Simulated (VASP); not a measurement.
# Pt (Cmcm) in VASP: single point with PBEsol

Aim: the single point of Pt with PBEsol.

All numbers are computed with VASP 6.6.1; they aren't measurements. Logs are shortened: lines on timing, memory, paths and dates and some standing lists are left out, and cuts for length are marked.

**1. The cell of the first run**

Symmetry: Cmcm, No. 63, orthorhombic system. The conventional cell has a = 2.725 Å, b = 4.720 Å, c = 4.707 Å, α = 90.00°, β = 90.00°, γ = 90.00°. Within 3.6 Å of Pt (site symmetry m2m) lie 12 Pt at 2.71 to 2.90 Å.

**2. Single point, PBEsol (atom 1 (Pt) moved by (+0.000, -0.225) A along x and y)**

The input, INCAR:

```
SYSTEM = Pt
ALGO = Fast ; EDIFF = 1E-6
ENCUT = 520 ; GGA = PS
ISIF = 2 ; ISMEAR = 0
LASPH = .True. ; LCHARG = .True.
LELF = .True. ; LREAL = .False.
LVHAR = .True. ; LWAVE = .False.
NBANDS = 17 ; NELM = 100
PREC = Accurate ; SIGMA = 0.15
```

The input, KPOINTS:

```
k-points
0
Gamma
  24 24 14
  0 0 0
```

The input, POSCAR:

```
Pt
1.0
    2.7251696203      0.0000000000      0.0000000000
   -1.3625848102      2.3600661208      0.0000000000
    0.0000000000      0.0000000000      4.7068056308
Pt
2
Direct
    0.6189985107      0.2379970213      0.7500000000
    0.3333333333      0.6666666667      0.2500000000
```

Potentials or basis: VASP PAW PBE potentials, release 64 (Pt).

Run with:

```bash
cat potpaw_PBE.64/Pt/POTCAR > POTCAR
mpirun -np 1 vasp_std > vasp.out
```

OUTCAR:

```text
SYSTEM = Pt
   EDIFF = 1E-6
   ENCUT = 520
   GGA = PS
   ISIF = 2
   ISMEAR = 0
   LASPH = .True.
   LREAL = .False.
   NELM = 100
   PREC = Accurate

 ion  position               nearest neighbor table
   1  0.619  0.238  0.750-   2 2.71   2 2.71   2 2.90   2 2.90   2 2.90   2 2.90
   2  0.333  0.667  0.250-   1 2.71   1 2.71   1 2.90   1 2.90   1 2.90   1 2.90

  LATTYP: Found a hexagonal cell.
 ALAT       =     2.7251696203
 C/A-ratio  =     1.7271606126

  Lattice vectors:

 A1 = (   2.7251696203,   0.0000000000,   0.0000000000)
 A2 = (  -1.3625848102,   2.3600661208,   0.0000000000)
 A3 = (   0.0000000000,   0.0000000000,   4.7068056308)

Analysis of symmetry for initial positions (statically):
=====================================================================
 Subroutine PRICEL returns:
 Original cell was already a primitive cell.

 Routine SETGRP: Setting up the symmetry group for a
 hexagonal supercell.

 Subroutine GETGRP returns: Found  8 space group operations
 (whereof  2 operations were pure point group operations)
 out of a pool of 24 trial point group operations.

The static configuration has the point symmetry C_1h.
 The point group associated with its full space group is D_2h.

Analysis of symmetry for dynamics (positions and initial velocities):
=====================================================================
 Subroutine PRICEL returns:
 Original cell was already a primitive cell.

 Routine SETGRP: Setting up the symmetry group for a
 hexagonal supercell.

 Subroutine GETGRP returns: Found  8 space group operations
 (whereof  2 operations were pure point group operations)
 out of a pool of 24 trial point group operations.

The dynamic configuration has the point symmetry C_1h.
 The point group associated with its full space group is D_2h.

 Subroutine INISYM returns: Found  8 space group operations
 (whereof  2 operations are pure point group operations),
 and found     1 'primitive' translations

----------------------------------------------------------------------------------------

                                     Primitive cell

  volume of cell :      30.2722

  direct lattice vectors                    reciprocal lattice vectors
     2.725169620  0.000000000  0.000000000     0.366949636  0.211858471  0.000000000
    -1.362584810  2.360066121  0.000000000     0.000000000  0.423716942  0.000000000
     0.000000000  0.000000000  4.706805631     0.000000000  0.000000000  0.212458316

  length of vectors
     2.725169620  2.725169620  4.706805631     0.423716942  0.423716942  0.212458316

  position of ions in fractional coordinates (direct lattice)
     0.618998511  0.237997021  0.750000000
     0.333333333  0.666666667  0.250000000

  ion indices of the primitive-cell ions
   primitive index   ion index
                 1           1
                 2           2

----------------------------------------------------------------------------------------

 KPOINTS: k-points

Automatic generation of k-mesh.
 Grid dimensions read from file:
 generate k-points for:   24   24   14

 Generating k-lattice:

  Cartesian coordinates                     Fractional coordinates (reciprocal lattice)
     0.015289568  0.008827436  0.000000000     0.041666667 -0.000000000  0.000000000
     0.000000000  0.017654873  0.000000000     0.000000000  0.041666667  0.000000000
     0.000000000  0.000000000  0.015175594     0.000000000  0.000000000  0.071428571

  Length of vectors
     0.017654873  0.017654873  0.015175594

  Shift w.r.t. Gamma in fractional coordinates (k-lattice)
     0.000000000  0.000000000  0.000000000

 Subroutine IBZKPT returns following result:
 ===========================================

 Found   1256 irreducible k-points:

 Following reciprocal coordinates:
            Coordinates               Weight
  0.000000  0.000000  0.000000      1.000000
  0.041667  0.000000  0.000000      4.000000
  0.000000  0.041667  0.000000      2.000000
  0.083333  0.000000  0.000000      4.000000
  0.000000  0.083333  0.000000      2.000000
  0.125000  0.000000  0.000000      4.000000
[... 16 lines left out ...]
  0.000000  0.458333  0.000000      2.000000
  0.500000  0.000000  0.000000      2.000000
 [... further k-points ...]
   k-points           NKPTS =   1256   k-points in BZ     NKDIM =   1256   number of bands    NBANDS=     17
   number of dos      NEDOS =    301   number of ions     NIONS =      2
   total plane-waves  NPLWV =  14400
   dimension x,y,z NGX =    20 NGY =   20 NGZ =   36
   dimension x,y,z NGXF=    40 NGYF=   40 NGZF=   72
   ions per type =               2
   NGX,Y,Z   is equivalent  to a cutoff of  12.20, 12.20, 12.72 a.u.
   NGXF,Y,Z  is equivalent  to a cutoff of  24.40, 24.40, 25.43 a.u.
 SYSTEM =  Pt
   PREC   = accura    normal or accurate (medium, high low for compatibility)
   ISTART =      0    job   : 0-new  1-cont  2-samecut
   ICHARG =      2    charge: 1-file 2-atom 10-const
   ISPIN  =      1    spin polarized calculation?
   LNONCOLLINEAR =      F non collinear calculations
   LSORBIT =      F    spin-orbit coupling
   LASPH  =      T    aspherical Exc in radial PAW
   ENCUT  =  520.0 eV  38.22 Ry    6.18 a.u.   5.07  5.07  8.75*2*pi/ulx,y,z
   NELM   =    100;   NELMIN=  2; NELMDL= -5     # of ELM steps
   EDIFF  = 0.1E-05   stopping-criterion for ELM
   LREAL  =      F    real-space projection
   EDIFFG = 0.1E-04   stopping-criterion for IOM
   NSW    =      0    number of steps for IOM
   IBRION =     -1    ionic relax: 0-MD 1-quasi-New 2-CG
   NFREE  =      0    steps in history (QN), initial steepest desc. (CG)
   ISIF   =      2    stress and relaxation
   ISYM   =      2    0-nonsym 1-usesym 2-fastsym
   POTIM  = 0.5000    time-step for ionic-motion
   TEBEG  =    0.0;   TEEND  =   0.0 temperature during run
   PSTRESS=    0.0 pullay stress
   NELECT =      20.0000    total number of electrons
   NUPDOWN=      -1.0000    fix difference up-down
   EMIN   =  10.00;   EMAX   =-10.00  energy-range for DOS
   EFERMI =   0.00;   METHOD = LEGACY
   ISMEAR =     0;   SIGMA  =   0.15  broadening in eV -4-tet -1-fermi 0-gaus
   EFERMI_NEDOS =   21; number of points for ismear=-14 and -15
   IALGO  =     68    algorithm
   IMIX   =      4    mixing-type and parameters
     AMIX     =   0.40;   BMIX     =  1.00
     AMIX_MAG =   1.60;   BMIX_MAG =  1.00
  volume/ion in A,a.u.               =      15.14       102.14
  Fermi-wavevector in a.u.,A,eV,Ry     =   1.425838  2.694443 27.660833  2.033014
  Thomas-Fermi vector in A             =   2.546179
   LORBIT       =      0    0 simple, 1 ext, 2 COOP (PROOUT), +10 PAW based schemes
   GGA     = PS    functional components
   LHFCALC =     F    Hartree Fock is set to
   AEXX    =    0.0000 exact exchange contribution
   IVDW    =     0    specifies the selected vdW correction
   LEPSILON=     F    determine dielectric tensor
   LRPA    =     F    only Hartree local field effects (RPA)
 non-spin polarized calculation
 RMM-DIIS sequential band-by-band and
 Gauss-broadening in eV      SIGMA  =   0.15
  energy-cutoff  :      520.00
  volume of cell :       30.27
 maximum number of plane-waves:       837
   NGX = 11   NGY = 11   NGZ = 17

 number of electron      20.0000001 magnetization

 Free energy of the ion-electron system (eV)
  ---------------------------------------------------
  ext. energy  EPLUGINS =         0.00000000
  ---------------------------------------------------
  free energy    TOTEN  =       -13.80889522 eV

  energy without entropy =      -13.77265409  energy(sigma->0) =      -13.79077466

 E-fermi :  10.9954     XC(G=0): -13.5997

 val. band max:       10.9951880808   @ k =   0.4167   0.3333   0.0714
 cond. band min:      10.9960522737   @ k =  -0.1250  -0.4583   0.0714
 fundamental gap:      0.0008641929
 Fermi energy:        10.9954050224

 k-point     1 :       0.0000    0.0000    0.0000
  band No.  band energies     occupation
      1       0.7713      2.00000
      2       3.5131      2.00000
      3       6.6193      2.00000
      4       7.2837      2.00000
      5       7.4337      2.00000
      6       7.6121      2.00000
[... 9 lines left out ...]
     16      28.0235      0.00000
     17      32.6208      0.00000

 k-point     2 :       0.0417    0.0000    0.0000
  band No.  band energies     occupation
      1       0.8366      2.00000
      2       3.5732      2.00000
      3       6.6304      2.00000
      4       7.3128      2.00000
      5       7.4377      2.00000
      6       7.5944      2.00000
[... 9 lines left out ...]
     16      28.1052      0.00000
     17      31.5589      0.00000

 k-point     3 :       0.0000    0.0417    0.0000
  band No.  band energies     occupation
      1       0.8376      2.00000
      2       3.5770      2.00000
      3       6.6166      2.00000
      4       7.2609      2.00000
      5       7.4844      2.00000
      6       7.6617      2.00000
[... 9 lines left out ...]
     16      28.1442      0.00000
     17      31.8950      0.00000

 k-point     4 :       0.0833    0.0000    0.0000
  band No.  band energies     occupation
      1       1.0298      2.00000
      2       3.7472      2.00000
      3       6.6459      2.00000
      4       7.3357      2.00000
      5       7.5039      2.00000
      6       7.5557      2.00000
[... 9 lines left out ...]
     16      28.2906      0.00000
     17      30.5946      0.00000

 k-point     5 :       0.0000    0.0833    0.0000
  band No.  band energies     occupation
      1       1.0339      2.00000
      2       3.7638      2.00000
      3       6.5887      2.00000
      4       7.2087      2.00000
      5       7.6349      2.00000
      6       7.8094      2.00000
[... 9 lines left out ...]
     16      28.4888      0.00000
     17      30.8695      0.00000

 k-point     6 :       0.1250    0.0000    0.0000
  band No.  band energies     occupation
      1       1.3418      2.00000
      2       4.0142      2.00000
      3       6.6213      2.00000
      4       7.3267      2.00000
      5       7.4405      2.00000
      6       7.7832      2.00000
[... 9 lines left out ...]
     16      28.3286      0.00000
     17      29.6483      0.00000

 k-point     7 :       0.0000    0.1250    0.0000
  band No.  band energies     occupation
      1       1.3525      2.00000
      2       4.0562      2.00000
      3       6.5002      2.00000
      4       7.1423      2.00000
      5       7.8336      2.00000
      6       7.8807      2.00000
[... 9 lines left out ...]
     16      28.9617      0.00000
     17      29.7773      0.00000

 k-point     8 :       0.1667    0.0000    0.0000
  band No.  band energies     occupation
      1       1.7555      2.00000
      2       4.3288      2.00000
      3       6.5545      2.00000
      4       7.1741      2.00000
      5       7.2772      2.00000
      6       7.6023      2.00000
[... 9 lines left out ...]
     16      28.3223      0.00000
     17      29.0585      0.00000
[... 203 lines left out ...]
      1       4.1355      2.00000
      2       4.5909      2.00000
      3       5.6370      2.00000
      4       6.7458      2.00000
      5       6.9308      2.00000
      6       7.6963      2.00000
[... 9 lines left out ...]
     16      24.7296      0.00000
     17      24.7404      0.00000

 k-point    20 :       0.4167    0.0000    0.0000
  band No.  band energies     occupation
      1       4.0012      2.00000
      2       4.3169      2.00000
      3       4.9092      2.00000
      4       7.4013      2.00000
      5       7.6241      2.00000
      6       7.9729      2.00000
[... 9 lines left out ...]
     16      23.9448      0.00000
     17      25.3988      0.00000

 k-point    21 :       0.0000    0.4167    0.0000
  band No.  band energies     occupation
      1       4.2060      2.00000
      2       4.5610      2.00000
      3       5.4521      2.00000
      4       6.7840      2.00000
      5       7.0227      2.00000
      6       7.8134      2.00000
[... 9 lines left out ...]
     16      23.6479      0.00000
     17      24.1204      0.00000

 k-point    22 :       0.4583    0.0000    0.0000
  band No.  band energies     occupation
      1       4.0630      2.00000
      2       4.2268      2.00000
      3       4.7851      2.00000
      4       7.5735      2.00000
      5       7.5943      2.00000
      6       7.9045      2.00000
[... 9 lines left out ...]
     16      23.5249      0.00000
     17      25.1556      0.00000

 k-point    23 :       0.0000    0.4583    0.0000
  band No.  band energies     occupation
      1       4.1796      2.00000
      2       4.5720      2.00000
      3       5.3408      2.00000
      4       6.6934      2.00000
      5       7.3092      2.00000
      6       7.7527      2.00000
[... 9 lines left out ...]
     16      23.2074      0.00000
     17      23.5447      0.00000

 k-point    24 :       0.5000    0.0000    0.0000
  band No.  band energies     occupation
      1       4.0859      2.00000
      2       4.1894      2.00000
      3       4.7436      2.00000
      4       7.5564      2.00000
      5       7.6651      2.00000
      6       7.8815      2.00000
[... 9 lines left out ...]
     16      23.3781      0.00000
     17      25.0694      0.00000

 [... further k-points ...]
[... 5 lines left out ...]
  --------------------------------------------------------------------------------------
  -------------------------------------------------------------------------------------
  Total       -0.2713761      0.2696615      0.2824831     -0.0000000      0.0000000      0.0000000
  in kB      -14.3627708     14.2720214     14.9506153     -0.0000000      0.0000000      0.0000000
  external PRESSURE =       4.9532886 kB  Pullay stress =       0.0000000 kB

 VOLUME and BASIS-vectors are now :
 -----------------------------------------------------------------------------
  energy-cutoff  :      520.00
  volume of cell :       30.27
      direct lattice vectors                 reciprocal lattice vectors
     2.725169620  0.000000000  0.000000000     0.366949636  0.211858471  0.000000000
    -1.362584810  2.360066121  0.000000000     0.000000000  0.423716942  0.000000000
     0.000000000  0.000000000  4.706805631     0.000000000  0.000000000  0.212458316

 POSITION                                       TOTAL-FORCE (eV/Angst)
 -----------------------------------------------------------------------------------
      1.36258      0.56169      3.53010        -0.000000      0.153310     -0.000000
     -0.00000      1.57338      1.17670         0.000000     -0.153310      0.000000
 -----------------------------------------------------------------------------------
    total drift:                               -0.000000      0.000005     -0.000000

  FREE ENERGIE OF THE ION-ELECTRON SYSTEM (eV)
  ---------------------------------------------------
  free  energy   TOTEN  =       -13.8088952208 eV

  energy  without entropy=      -13.7726540903  energy(sigma->0) =      -13.79077466
```

Wall time 9.4 min (1 thread of Intel Xeon Platinum 8259CL at 2.50GHz (Skylake/Cascade Lake), shared host); peak memory 0.59 GiB.

Results:

```yaml
Free_energy: -13.8089 eV
Pressure: 0.5 GPa
Largest_force: 0.153 eV/Å
Band_gap_on_the_k_mesh: zero (band 10 reaches 11.62 eV, above the bottom of band 11 at 10.22 eV)
```

Forces in eV/Å, atoms in the order of the input:
```
Pt   0.000  0.153  0.000
Pt   0.000 -0.153  0.000
```

Caveat: the cell differs from its parent crystal (atom 1 (Pt) moved by (+0.000, -0.225) A along x and y); the PAW data sets were made with another functional, which shifts forces and pressure a little; spin-orbit coupling is left out, which moves the levels of the heavy elements.
